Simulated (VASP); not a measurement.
# Mg (Fm-3m) in VASP: further runs

Mg is run at these levels: BLYP, r2SCAN; tasks: relaxation of cell and atoms.

All numbers are computed with VASP 6.6.1; they aren't measurements. Logs are shortened: lines on timing, memory, paths and dates and some standing lists are left out, and cuts for length are marked.

## Step 1: The cell of the first run

The structure is cubic, space group Fm-3m (No. 225). The conventional cell has a = 4.489 Å, b = 4.489 Å, c = 4.489 Å, α = 90.00°, β = 90.00°, γ = 90.00°. Mg (site symmetry m-3m) has 12 Mg at 3.17 Å within 4.2 Å.

## Step 2: Relaxation of cell and atoms, BLYP

File INCAR:

```
PREC = Accurate
ENCUT = 600
EDIFF = 1E-6
ISMEAR = -1
SIGMA = 0.05
LREAL = False
LASPH = True
NELM = 100
ALGO = Normal
ISIF = 3
LWAVE = False
LCHARG = False
GGA = B5
ALDAX = 1.0
AGGAX = 1.0
AGGAC = 1.0
ALDAC = 0.0
IBRION = 2
NSW = 60
EDIFFG = -0.01
```

File KPOINTS:

```
Automatic mesh
0
Gamma
  10 10 10
```

File POSCAR:

```
Mg
1.0
    0.0000000000      2.2442560000      2.2442560000
    2.2442560000      0.0000000000      2.2442560000
    2.2442560000      2.2442560000      0.0000000000
Mg
1
Direct
    0.0000000000      0.0000000000      0.0000000000
```

Potentials or basis: VASP PAW PBE potentials, release 64 (Mg).

On the command line:

```console
$ cat potpaw_PBE.64/Mg/POTCAR > POTCAR
$ mpirun -np 1 vasp_std > vasp.out
```

OUTCAR:

```text
PREC = Accurate
   ENCUT = 600
   EDIFF = 1E-6
   ISMEAR = -1
   LREAL = False
   LASPH = True
   NELM = 100
   ISIF = 3
   GGA = B5
   IBRION = 2
   NSW = 60
   EDIFFG = -0.01

 ion  position               nearest neighbor table
   1  0.000  0.000  0.000-

  LATTYP: Found a face centered cubic cell.
 ALAT       =     4.4885120000

  Lattice vectors:

 A1 = (   0.0000000000,   2.2442560000,   2.2442560000)
 A2 = (   2.2442560000,   0.0000000000,   2.2442560000)
 A3 = (   2.2442560000,   2.2442560000,   0.0000000000)

Analysis of symmetry for initial positions (statically):
=====================================================================
 Subroutine PRICEL returns:
 Original cell was already a primitive cell.

 Routine SETGRP: Setting up the symmetry group for a
 face centered cubic supercell.

 Subroutine GETGRP returns: Found 48 space group operations
 (whereof 48 operations were pure point group operations)
 out of a pool of 48 trial point group operations.

The static configuration has the point symmetry O_h .

Analysis of symmetry for dynamics (positions and initial velocities):
=====================================================================
 Subroutine PRICEL returns:
 Original cell was already a primitive cell.

 Routine SETGRP: Setting up the symmetry group for a
 face centered cubic supercell.

 Subroutine GETGRP returns: Found 48 space group operations
 (whereof 48 operations were pure point group operations)
 out of a pool of 48 trial point group operations.

The dynamic configuration has the point symmetry O_h .

 Subroutine INISYM returns: Found 48 space group operations
 (whereof 48 operations are pure point group operations),
 and found     1 'primitive' translations

----------------------------------------------------------------------------------------

                                     Primitive cell

  volume of cell :      22.6072

  direct lattice vectors                    reciprocal lattice vectors
     0.000000000  2.244256000  2.244256000    -0.222790983  0.222790983  0.222790983
     2.244256000  0.000000000  2.244256000     0.222790983 -0.222790983  0.222790983
     2.244256000  2.244256000  0.000000000     0.222790983  0.222790983 -0.222790983

  length of vectors
[... 82 lines left out ...]
   EDIFFG = -.1E-01   stopping-criterion for IOM
   NSW    =     60    number of steps for IOM
   IBRION =      2    ionic relax: 0-MD 1-quasi-New 2-CG
   NFREE  =      1    steps in history (QN), initial steepest desc. (CG)
   ISIF   =      3    stress and relaxation
   ISYM   =      2    0-nonsym 1-usesym 2-fastsym
   POTIM  = 0.5000    time-step for ionic-motion
   TEBEG  =    0.0;   TEEND  =   0.0 temperature during run
   PSTRESS=    0.0 pullay stress
   NELECT =       2.0000    total number of electrons
   NUPDOWN=      -1.0000    fix difference up-down
   EMIN   =  10.00;   EMAX   =-10.00  energy-range for DOS
   EFERMI =   0.00;   METHOD = LEGACY
   ISMEAR =    -1;   SIGMA  =   0.05  broadening in eV -4-tet -1-fermi 0-gaus
   EFERMI_NEDOS =   21; number of points for ismear=-14 and -15
   IALGO  =     38    algorithm
   IMIX   =      4    mixing-type and parameters
     AMIX     =   0.40;   BMIX     =  1.00
     AMIX_MAG =   1.60;   BMIX_MAG =  1.00
  volume/ion in A,a.u.               =      22.61       152.56
  Fermi-wavevector in a.u.,A,eV,Ry     =   0.729462  1.378483  7.239854  0.532114
  Thomas-Fermi vector in A             =   1.821189
   LORBIT       =      0    0 simple, 1 ext, 2 COOP (PROOUT), +10 PAW based schemes
   GGA     = B5    functional components
   LHFCALC =     F    Hartree Fock is set to
   AEXX    =    0.0000 exact exchange contribution
   IVDW    =     0    specifies the selected vdW correction
   LEPSILON=     F    determine dielectric tensor
   LRPA    =     F    only Hartree local field effects (RPA)
 conjugate gradient relaxation of ions
 non-spin polarized calculation
  energy-cutoff  :      600.00
  volume of cell :       22.61
 maximum number of plane-waves:       769
 NGX is ok and might be reduce to    28
   NGX = 13   NGY = 13   NGZ = 13

--------------------------------------- Ionic step        1  -------------------------------------------

 number of electron       2.0000000 magnetization

 Free energy of the ion-electron system (eV)
  ---------------------------------------------------
  ext. energy  EPLUGINS =         0.00000000
  ---------------------------------------------------
  free energy    TOTEN  =        -0.73273813 eV

  energy without entropy =       -0.72863874  energy(sigma->0) =       -0.73068844

------------------------ aborting loop because EDIFF is reached ----------------------------------------

  FORCE on cell =-STRESS in cart. coord.  units (eV):
  Direction    XX          YY          ZZ          XY          YZ          ZX
  --------------------------------------------------------------------------------------
  -------------------------------------------------------------------------------------
  Total        0.2104883      0.2104883      0.2104883     -0.0000000     -0.0000000      0.0000000
  in kB       14.9173391     14.9173391     14.9173391     -0.0000000     -0.0000000      0.0000000
  external PRESSURE =      14.9173391 kB  Pullay stress =       0.0000000 kB
[... 57 lines left out ...]
--------------------------------------- Ionic step        3  -------------------------------------------

 number of electron       2.0000000 magnetization

 Free energy of the ion-electron system (eV)
  ---------------------------------------------------
  ext. energy  EPLUGINS =         0.00000000
  ---------------------------------------------------
  free energy    TOTEN  =        -0.73731492 eV

  energy without entropy =       -0.73277767  energy(sigma->0) =       -0.73504630

 E-fermi :   3.0068     XC(G=0):  -7.9618

 val. band max:        2.9760190781   @ k =  -0.4000   0.5000   0.1000
 cond. band min:       3.1010495330   @ k =  -0.4000   0.1000   0.0000
 fundamental gap:      0.1250304549
 Fermi energy:         3.0067821275

 k-point     1 :       0.0000    0.0000    0.0000
  band No.  band energies     occupation
      1      -3.8727      2.00000
      2      15.0509      0.00000
      3      15.0509      0.00000
      4      15.0509      0.00000
      5      16.7259      0.00000
[... 177 lines left out ...]
 k-point    24 :       0.4000    0.3000    0.0000
  band No.  band energies     occupation
      1      -0.2307      2.00000
      2       7.7107      0.00000
      3       8.1474      0.00000
      4      10.3353      0.00000
      5      11.1373      0.00000

 [... further k-points ...]
[... 5 lines left out ...]
  --------------------------------------------------------------------------------------
  -------------------------------------------------------------------------------------
  Total        0.0018045      0.0018045      0.0018045     -0.0000000     -0.0000000     -0.0000000
  in kB        0.1224613      0.1224613      0.1224613     -0.0000000     -0.0000000     -0.0000000
  external PRESSURE =       0.1224613 kB  Pullay stress =       0.0000000 kB
[... 16 lines left out ...]
  FREE ENERGIE OF THE ION-ELECTRON SYSTEM (eV)
  ---------------------------------------------------
  free  energy   TOTEN  =        -0.7373149238 eV

  energy  without entropy=       -0.7327776709  energy(sigma->0) =       -0.73504630

 reached required accuracy - stopping structural energy minimisation
```

CONTCAR:

```text
Mg
   1.00000000000000
    -0.0000000000000000    2.2769258816301163    2.2769258816301163
     2.2769258816301163   -0.0000000000000000    2.2769258816301163
     2.2769258816301163    2.2769258816301163    0.0000000000000000
  Mg
     1
Direct
     0.0000000000000000    0.0000000000000000    0.0000000000000000

  0.00000000E+00  0.00000000E+00  0.00000000E+00
```

Run time: 16 s. Hardware: 1 thread of Intel Xeon Platinum 8488C (Sapphire Rapids), shared host; peak memory 0.16 GiB.

What came out:

```yaml
Free_energy: -0.7373 eV
Relaxed_volume: 23.61 Å³/atom
Relaxed_cell: a = 3.220 Å, b = 3.220 Å, c = 3.220 Å, α = 60.00°, β = 60.00°, γ = 60.00°
Space_group_after_relaxing_to_0.05_Å: Fm-3m (No. 225)
Energy_gained_by_relaxing: 4.6 meV/atom
Ionic_steps: 3
Pressure_after_relaxing: 0.0 GPa
Band_gap_on_the_k_mesh: zero (band 1 reaches 3.76 eV, above the bottom of band 2 at 1.56 eV)
```

The path:
| step | energy change (eV) | largest force (eV/Å) | pressure (GPa) | volume (Å³) |
| --- | --- | --- | --- | --- |
| 1 | 0.0000 | 0.0000 | 1.49 | 22.61 |
| 2 | -0.0041 | 0.0000 | 0.43 | 23.30 |
| 3 | -0.0046 | 0.0000 | 0.01 | 23.61 |

Final structure:
```
CELL_PARAMETERS angstrom
0.00000 2.27693 2.27693
2.27693 0.00000 2.27693
2.27693 2.27693 0.00000
ATOMIC_POSITIONS crystal
Mg 0.00000 0.00000 0.00000
```

Caveat: the PAW data sets were made with another functional, which shifts forces and pressure a little.

## Step 3: Relaxation of cell and atoms, r2SCAN

POSCAR is that of step 2.

File INCAR.step1:

```
  PREC = Accurate
  ENCUT = 600
  ISMEAR = -1
  SIGMA = 0.05
  LREAL = F
  LASPH = T
  NELM = 100
  GGA = PE
  ALGO = Normal
  EDIFF = 1E-4
  LWAVE = T
  LCHARG = F
```

File INCAR.step2:

```
  PREC = Accurate
  ENCUT = 600
  EDIFF = 1E-6
  ISMEAR = -1
  SIGMA = 0.05
  LREAL = F
  LASPH = T
  NELM = 100
  ALGO = Normal
  ISIF = 3
  LWAVE = F
  LCHARG = F
  METAGGA = R2SCAN
  LMIXTAU = T
  IBRION = 2
  NSW = 60
  EDIFFG = -0.01
  ISTART = 1
```

File KPOINTS:

```
regular mesh
0
Gamma
  10 10 10
```

Potentials or basis: VASP PAW PBE potentials, release 64 (Mg).

On the command line:

```console
$ cat potpaw_PBE.64/Mg/POTCAR > POTCAR
$ cp INCAR.step1 INCAR
$ mpirun -np 1 vasp_std > vasp.out
$ cp INCAR.step2 INCAR
$ mpirun -np 1 vasp_std > vasp.out
```

Run time: 15 s. Hardware: 1 thread of Intel Xeon Platinum 8488C (Sapphire Rapids), shared host; peak memory 0.16 GiB.

It converged, with:

```yaml
Free_energy: -4.1332 eV
Pressure_after_relaxing: 0.0 GPa
Band_gap_on_the_k_mesh: zero (band 1 reaches 3.58 eV, above the bottom of band 2 at 1.47 eV)
```

Final structure:
```
Mg
1.0
     0.00000    2.24426    2.24426
     2.24426    0.00000    2.24426
     2.24426    2.24426    0.00000
Mg
1
Direct
  0.00000 0.00000 0.00000
```

Levels at points of the mesh, in eV from the Fermi level:
```
           k point  band 1  band 2  band 3  band 4  band 5
(0.00, 0.00, 0.00)   -7.52   13.22   13.22   13.22   15.55
(0.50, 0.00, 0.00)   -2.03   -1.31   12.03   12.03   13.15
(0.50, 0.50, 0.00)   -0.36    0.82    6.40    7.48    7.48
```

Caveat: the relaxation stopped at its first step, so nothing moved; the PAW data sets were made with another functional, which shifts forces and pressure a little.
